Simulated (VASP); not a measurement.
# LiH2 (R3m) in VASP: a series of runs

Runs on LiH2. Level: PBE. Tasks: single point, relaxation of cell and atoms.

Program: VASP 6.6.1. These are calculated values, not measurements. Logs are shortened: lines on timing, memory, paths and dates and some standing lists are left out, and cuts for length are marked.

### 1 The cell of the first run

The structure is trigonal, space group R3m (No. 160). The conventional cell has a = 2.382 Å, b = 2.382 Å, c = 13.833 Å, α = 90.00°, β = 90.00°, γ = 120.00°. Within 2.4 Å of Li (site symmetry 3m) lie 6 H at 1.78 Å and 6 Li at 2.38 Å. H (site symmetry 3m) has 3 Li at 1.78 Å and 7 H at 2.26 to 2.38 Å within 2.4 Å. H (site symmetry 3m) has 3 Li at 1.78 Å and 7 H at 2.26 to 2.38 Å within 2.4 Å.

### 2 Single point, PBE

Contents of INCAR:

```
ALGO = Normal
EDIFF = 1E-6
ENCUT = 520
GGA = PE
ISIF = 2
ISMEAR = 0
LASPH = T
LCHARG = T
LELF = T
LREAL = F
LVHAR = T
LWAVE = F
NBANDS = 10
NELM = 60
PREC = Accurate
SIGMA = 0.1
```

Contents of KPOINTS:

```
k-points
0
Gamma
  12 12 12
```

Contents of POSCAR:

```
LiH2
1.0
    1.1908635114      0.6875453689      4.6108432630
   -1.1908635114      0.6875453689      4.6108432630
    0.0000000000     -1.3750907378      4.6108432630
Li H
1 2
Direct
    0.0000000000      0.0000000000      0.0000000000
    0.7484000000      0.7484000000      0.7484000000
    0.5849000000      0.5849000000      0.5849000000
```

Potentials or basis: VASP PAW PBE potentials, release 64 (Li_sv, H).

Launch:

```console
> cat potpaw_PBE.64/Li_sv/POTCAR potpaw_PBE.64/H/POTCAR > POTCAR
> mpirun -np 1 vasp_std > vasp.out
```

OUTCAR:

```text
EDIFF = 1E-6
   ENCUT = 520
   GGA = PE
   ISIF = 2
   ISMEAR = 0
   LASPH = T
   LREAL = F
   NELM = 60
   PREC = Accurate

 ion  position               nearest neighbor table
   1  0.000  0.000  0.000-
   2  0.748  0.748  0.748-
   3  0.585  0.585  0.585-

  LATTYP: Found a trigonal (rhomboedric) cell.
 ALAT       =     4.8115226418
 COS(alpha) =     0.8774851014

  Lattice vectors:

 A1 = (   1.1908635114,   0.6875453689,   4.6108432630)
 A2 = (  -1.1908635114,   0.6875453689,   4.6108432630)
 A3 = (   0.0000000000,  -1.3750907378,   4.6108432630)

Analysis of symmetry for initial positions (statically):
=====================================================================
 Subroutine PRICEL returns:
 Original cell was already a primitive cell.

 Routine SETGRP: Setting up the symmetry group for a
 trigonal (rhombohedral) supercell.

 Subroutine GETGRP returns: Found  6 space group operations
 (whereof  6 operations were pure point group operations)
 out of a pool of 12 trial point group operations.

The static configuration has the point symmetry C_3v.

Analysis of symmetry for dynamics (positions and initial velocities):
=====================================================================
 Subroutine PRICEL returns:
 Original cell was already a primitive cell.

 Routine SETGRP: Setting up the symmetry group for a
 trigonal (rhombohedral) supercell.

 Subroutine GETGRP returns: Found  6 space group operations
 (whereof  6 operations were pure point group operations)
 out of a pool of 12 trial point group operations.

The dynamic configuration has the point symmetry C_3v.

 Subroutine INISYM returns: Found  6 space group operations
 (whereof  6 operations are pure point group operations),
 and found     1 'primitive' translations

----------------------------------------------------------------------------------------

                                     Primitive cell

  volume of cell :      22.6514

  direct lattice vectors                    reciprocal lattice vectors
     1.190863511  0.687545369  4.610843263     0.419863398  0.242408246  0.072293356
    -1.190863511  0.687545369  4.610843263    -0.419863398  0.242408246  0.072293356
     0.000000000 -1.375090738  4.610843263     0.000000000 -0.484816491  0.072293356

  length of vectors
     4.811522642  4.811522642  4.811522642     0.490176866  0.490176866  0.490176866
[... 82 lines left out ...]
   NELM   =     60;   NELMIN=  2; NELMDL= -5     # of ELM steps
   EDIFF  = 0.1E-05   stopping-criterion for ELM
   LREAL  =      F    real-space projection
[... 7 lines left out ...]
   TEBEG  =    0.0;   TEEND  =   0.0 temperature during run
   PSTRESS=    0.0 pullay stress
   NELECT =       5.0000    total number of electrons
   NUPDOWN=      -1.0000    fix difference up-down
   EMIN   =  10.00;   EMAX   =-10.00  energy-range for DOS
   EFERMI =   0.00;   METHOD = LEGACY
   ISMEAR =     0;   SIGMA  =   0.10  broadening in eV -4-tet -1-fermi 0-gaus
   EFERMI_NEDOS =   21; number of points for ismear=-14 and -15
   IALGO  =     38    algorithm
   IMIX   =      4    mixing-type and parameters
     AMIX     =   0.40;   BMIX     =  1.00
     AMIX_MAG =   1.60;   BMIX_MAG =  1.00
  volume/ion in A,a.u.               =       7.55        50.95
  Fermi-wavevector in a.u.,A,eV,Ry     =   0.989388  1.869672 13.318580  0.978888
  Thomas-Fermi vector in A             =   2.120983
   LORBIT       =      0    0 simple, 1 ext, 2 COOP (PROOUT), +10 PAW based schemes
   GGA     = PE    functional components
   LHFCALC =     F    Hartree Fock is set to
   AEXX    =    0.0000 exact exchange contribution
   IVDW    =     0    specifies the selected vdW correction
   LEPSILON=     F    determine dielectric tensor
   LRPA    =     F    only Hartree local field effects (RPA)
 non-spin polarized calculation
 Gauss-broadening in eV      SIGMA  =   0.10
  energy-cutoff  :      520.00
  volume of cell :       22.65
 maximum number of plane-waves:       642
   NGX = 17   NGY = 17   NGZ = 17

 number of electron       5.0000001 magnetization

 Free energy of the ion-electron system (eV)
  ---------------------------------------------------
  ext. energy  EPLUGINS =         0.00000000
  ---------------------------------------------------
  free energy    TOTEN  =        -7.14173250 eV

  energy without entropy =       -7.14061578  energy(sigma->0) =       -7.14117414

 E-fermi :  -1.3545     XC(G=0):  -8.2263

 val. band max:       -1.3783149310   @ k =  -0.1667   0.1667   0.1667
 cond. band min:      -1.3520697650   @ k =   0.4167   0.2500   0.0000
 fundamental gap:      0.0262451660
 Fermi energy:        -1.3544609281

 k-point     1 :       0.0000    0.0000    0.0000
  band No.  band energies     occupation
      1     -44.9241      2.00000
      2      -7.0817      2.00000
      3      -4.4410      2.00000
      4       4.5281      0.00000
      5      17.9494      0.00000
      6      18.9744      0.00000
      7      22.8700      0.00000
      8      22.8700      0.00000
      9      23.4428      0.00000
     10      25.1822      0.00000
[... 287 lines left out ...]
 k-point    24 :      -0.4167    0.1667   -0.0000
  band No.  band energies     occupation
      1     -44.7390      2.00000
      2      -2.5609      2.00000
      3       0.6687      0.00000
      4       4.8615      0.00000
      5       8.2114      0.00000
      6      10.8486      0.00000
      7      11.9916      0.00000
      8      14.6178      0.00000
      9      17.4489      0.00000
     10      20.9960      0.00000

 [... further k-points ...]

------------------------ aborting loop because EDIFF is reached ----------------------------------------

  FORCE on cell =-STRESS in cart. coord.  units (eV):
  Direction    XX          YY          ZZ          XY          YZ          ZX
  --------------------------------------------------------------------------------------
  -------------------------------------------------------------------------------------
  Total        1.4971571      1.4971571     -0.9760488      0.0000000     -0.0000000      0.0000000
  in kB      105.8968392    105.8968392    -69.0378360      0.0000000     -0.0000000      0.0000000
  external PRESSURE =      47.5852808 kB  Pullay stress =       0.0000000 kB

 VOLUME and BASIS-vectors are now :
 -----------------------------------------------------------------------------
  energy-cutoff  :      520.00
  volume of cell :       22.65
      direct lattice vectors                 reciprocal lattice vectors
     1.190863511  0.687545369  4.610843263     0.419863398  0.242408246  0.072293356
    -1.190863511  0.687545369  4.610843263    -0.419863398  0.242408246  0.072293356
     0.000000000 -1.375090738  4.610843263     0.000000000 -0.484816491  0.072293356

 POSITION                                       TOTAL-FORCE (eV/Angst)
 -----------------------------------------------------------------------------------
      0.00000      0.00000      0.00000         0.000000      0.000000      0.001624
      0.00000      0.00000     10.35227         0.000000      0.000000     -0.405873
      0.00000      0.00000      8.09065         0.000000      0.000000      0.404250
 -----------------------------------------------------------------------------------
    total drift:                               -0.000000     -0.000000      0.000018

  FREE ENERGIE OF THE ION-ELECTRON SYSTEM (eV)
  ---------------------------------------------------
  free  energy   TOTEN  =        -7.1417325007 eV

  energy  without entropy=       -7.1406157791  energy(sigma->0) =       -7.14117414
```

OSZICAR:

```text
N       E                     dE             d eps       ncg     rms          rms(c)
DAV:   1     0.128192548004E+01    0.12819E+01   -0.15508E+03  3820   0.403E+02
DAV:   2    -0.723786471292E+01   -0.85198E+01   -0.82925E+01  5268   0.723E+01
DAV:   3    -0.747682085491E+01   -0.23896E+00   -0.23825E+00  4870   0.987E+00
DAV:   4    -0.747944966765E+01   -0.26288E-02   -0.26283E-02  4858   0.947E-01
DAV:   5    -0.747948559188E+01   -0.35924E-04   -0.35923E-04  4644   0.846E-02    0.219E+00
DAV:   6    -0.724507708739E+01    0.23441E+00   -0.22094E-01  4074   0.120E+00    0.128E+00
DAV:   7    -0.713868149926E+01    0.10640E+00   -0.38959E-01  4394   0.170E+00    0.213E-01
DAV:   8    -0.714148711942E+01   -0.28056E-02   -0.76846E-03  4256   0.411E-01    0.484E-02
DAV:   9    -0.714170857094E+01   -0.22145E-03   -0.80705E-04  4360   0.118E-01    0.303E-02
DAV:  10    -0.714173364794E+01   -0.25077E-04   -0.59229E-05  4450   0.330E-02    0.724E-03
DAV:  11    -0.714173238575E+01    0.12622E-05   -0.88785E-06  4798   0.104E-02    0.135E-03
DAV:  12    -0.714173250071E+01   -0.11495E-06   -0.77855E-08  2408   0.185E-03
   1 F= -.71417325E+01 E0= -.71411741E+01  d E =-.111672E-02
```

stdout:

```text
POSCAR found type information on POSCAR LiH
 POSCAR found :  2 types and       3 ions
 scaLAPACK will be used
 LDA part: xc-table for (Slater+PW92), standard interpolation
 POSCAR, INCAR and KPOINTS ok, starting setup
 FFT: planning ... GRIDC
 FFT: planning ... GRID_SOFT
 FFT: planning ... GRID
 WAVECAR not read
 entering main loop
```

Wall time 63 s (1 thread of AMD EPYC 9R45 (Zen 5), shared host); peak memory 0.17 GiB.

What came out:

- Free energy: -7.1417 eV
- Largest force: 0.406 eV/Å
- Band gap on the k mesh: zero (an odd number of electrons rules out a gap without spin polarisation)

Forces in eV/Å, atoms in the order of the input:
```
Li   0.000  0.000  0.002
H    0.000  0.000 -0.406
H    0.000  0.000  0.404
```

Levels at points of the mesh, in eV from the Fermi level:
```tsv
k point	band 1	band 2	band 3	band 4	band 5	band 6	band 7
(0.00, 0.00, 0.00)	-43.57	-5.73	-3.09	5.88	19.30	20.33	24.22
(0.50, 0.00, 0.00)	-43.39	-1.66	1.68	6.15	9.01	12.08	15.63
(0.50, 0.50, 0.00)	-43.39	-1.40	1.09	6.67	8.04	13.79	17.01
(0.50, 0.50, 0.50)	-43.57	-4.79	-4.58	9.97	11.43	22.82	23.38
```

Caveat: the cutoff is under 1.25 times the usual one of these potentials, so pressure, stress and relaxed cells hold a basis-set (Pulay) error.

### 3 Single point, PBE

This run uses another cell than the first one, of 7.64 Å³/atom.

Contents of INCAR:

```
SYSTEM = LiH2
PREC = Accurate ; ENCUT = 520
EDIFF = 1E-7 ; ISMEAR = 0
SIGMA = 0.1 ; LREAL = .False.
LASPH = .True. ; NELM = 80
ALGO = Normal ; ISIF = 2
LWAVE = .False. ; LCHARG = .True.
GGA = PE ; LELF = .True.
LVHAR = .True. ; NBANDS = 10
```

Contents of KPOINTS:

```
Automatic mesh
0
Gamma
  12 12 12
  0 0 0
```

Contents of POSCAR:

```
LiH2
1.0
    1.5962891052      0.9216179446      2.5973207601
   -1.5962891052      0.9216179446      2.5973207601
    0.0000000000     -1.8432358892      2.5973207601
Li H
1 2
Direct
    0.0125437422      0.0125437422      0.0125437422
    0.7282521481      0.7282521481      0.7282521481
    0.5925041097      0.5925041097      0.5925041097
```

Potentials or basis: VASP PAW PBE potentials, release 64 (Li_sv, H).

Launch:

```console
> cat potpaw_PBE.64/Li_sv/POTCAR potpaw_PBE.64/H/POTCAR > POTCAR
> mpirun -np 1 vasp_std > vasp.out
```

Wall time 19 s (1 thread of AMD EPYC 9R45 (Zen 5), shared host); peak memory 0.13 GiB.

Results (log left out):

* Free energy: -8.0064 eV
* Largest force: 0.005 eV/Å
* Band gap on the k mesh: zero (an odd number of electrons rules out a gap without spin polarisation)

Forces on the atoms (eV/Å):
```
Li   0.000  0.000 -0.001
H    0.000  0.000 -0.004
H    0.000  0.000  0.005
```

Levels at points of the mesh, in eV from the Fermi level:
```
           k point  band 1  band 2  band 3  band 4  band 5  band 6  band 7
(0.00, 0.00, 0.00)  -46.97   -9.92    6.21    6.93   11.17   11.17   13.30
(0.50, 0.00, 0.00)  -46.95   -8.22   -0.36    6.05    8.47    9.36   11.59
(0.50, 0.50, 0.00)  -46.95   -7.16   -0.86    4.69    5.48    5.79   10.37
(0.50, 0.50, 0.50)  -46.95   -6.77   -3.86    8.32    9.67    9.67   12.44
```

Caveat: the cutoff is under 1.25 times the usual one of these potentials, so pressure, stress and relaxed cells hold a basis-set (Pulay) error.

(Continued in part 2 of 2.)
